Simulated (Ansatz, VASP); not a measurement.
Ge2Bi2S in VASP and in Ansatz

```xyz
5
Lattice="4.9689 0.0000 0.0000 0.0000 4.9689 0.0000 0.0000 0.0000 6.0846" Properties=species:S:1:pos:R:3 pbc="T T T"
Ge    2.4844    2.4844    1.3569
Ge    2.4844    2.4844    4.7278
Bi    2.4844    0.0000    3.0423
Bi    0.0000    2.4844    3.0423
S     2.4844    2.4844    3.0423
```

Alike in both runs: task relaxation of cell and atoms; functional PBE; k mesh 4 × 4 × 4; occupations gaussian, width 0.1 eV; no spin polarisation.

|  | VASP | Ansatz |
| --- | --- | --- |
| version | VASP 6.6.1 | Ansatz 0.2.0 |
| potentials or method | VASP PAW PBE potentials, release 64 (Ge_d, Bi_d, S), cutoff 600 eV | scalar-relativistic, plane waves, PAW |
| valence electrons in the cell | 64 | 64 |

VASP gave:

```
gap on the k mesh at the Fermi level, each at its own relaxed structure (eV) : none
relaxed volume (Å³/atom)                                                     : 44.64
relaxed cell length with the largest relative difference (Å)                 : 7.446
```

Q: What did Ansatz give for the same quantities?

A: gap on the k mesh at the Fermi level, each at its own relaxed structure (eV): none; relaxed volume (Å³/atom): 44.50; relaxed cell length with the largest relative difference (Å): 7.438.

A gap of «none» marks a metal or a gap that the smearing closes.

Spin-orbit coupling is off throughout. Noted on VASP's run: the volume moved by over 15 % at a fixed basis, so the end points are rough.
